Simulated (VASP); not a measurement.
# Pd: relaxation of cell and atoms with BLYP+D4

The system is Pd.

```xyz
1
Lattice="0.0000 1.9465 1.9465 1.9465 0.0000 1.9465 1.9465 1.9465 0.0000" Properties=species:S:1:pos:R:3 pbc="T T T"
Pd    0.0000    0.0000    0.0000
```

```yaml
Program: VASP 6.6.1
Task: relaxation of cell and atoms
Functional: BLYP
Dispersion: D4
Potentials_or_basis: VASP PAW PBE potentials, release 64 (Pd)
Cutoff: 600 eV
k_mesh: 12 × 12 × 12
Occupations: fermi-dirac, width 0.05 eV
Spin: no spin polarisation
Dipole_correction: no
Further_INCAR_settings: ALGO = Normal; EDIFF = 1e-06; IBRION = 2; EDIFFG = -0.01; NSW = 60; ISIF = 3
```

* Relaxed volume: 15.41 Å³/atom
* Relaxed cell: a = 2.793 Å, b = 2.793 Å, c = 2.793 Å, α = 60.00°, β = 60.00°, γ = 60.00°
* Space group after relaxing (to 0.05 Å): Fm-3m (No. 225)
* Energy gained by relaxing: 16.3 meV/atom
* Ionic steps: 4
* Pressure after relaxing: 0.0 GPa
* Band gap on the k mesh: zero (band 5 reaches 9.82 eV, above the bottom of band 6 at 8.34 eV)
* Dispersion energy per atom: -0.907 eV

The path:
```tsv
step	energy change (eV)	largest force (eV/Å)	pressure (GPa)	volume (Å³)
1	0.0000	0.0000	8.29	14.75
2	0.0145	0.0000	-8.98	16.44
3	-0.0163	0.0000	-0.12	15.42
4	-0.0163	0.0000	0.03	15.41
```

Final structure:
```cif
data_structure
_symmetry_space_group_name_H-M 'P 1'
_symmetry_Int_Tables_number 1
_cell_length_a 2.7933
_cell_length_b 2.7933
_cell_length_c 2.7933
_cell_angle_alpha 60.000
_cell_angle_beta 60.000
_cell_angle_gamma 60.000
_cell_volume 15.41
loop_
_atom_site_label
_atom_site_type_symbol
_atom_site_fract_x
_atom_site_fract_y
_atom_site_fract_z
_atom_site_occupancy
Pd1 Pd 0.00000 0.00000 0.00000 1
```

Levels at points of the mesh, in eV from the Fermi level:
```tsv
k point	band 3	band 4	band 5	band 6	band 7	band 8
(0.00, 0.00, 0.00)	-2.64	-2.64	-1.15	-1.15	17.51	21.86
(0.50, 0.00, 0.00)	-2.68	-0.01	-0.01	1.39	7.03	16.90
(0.50, 0.50, 0.00)	-0.05	0.29	0.29	3.57	10.42	13.08
```

Wall time 49 s on 1 thread of Intel(R) Xeon(R) Platinum 8259CL CPU @ 2.50GHz (Skylake/Cascade Lake) (shared host), peak memory 0.15 GiB.

Caveat: the PAW data sets were made with another functional, which shifts forces and pressure a little; pairwise dispersion overbinds metals, which lowers pressure and volume. Zero-point motion and thermal expansion aren't in these numbers.
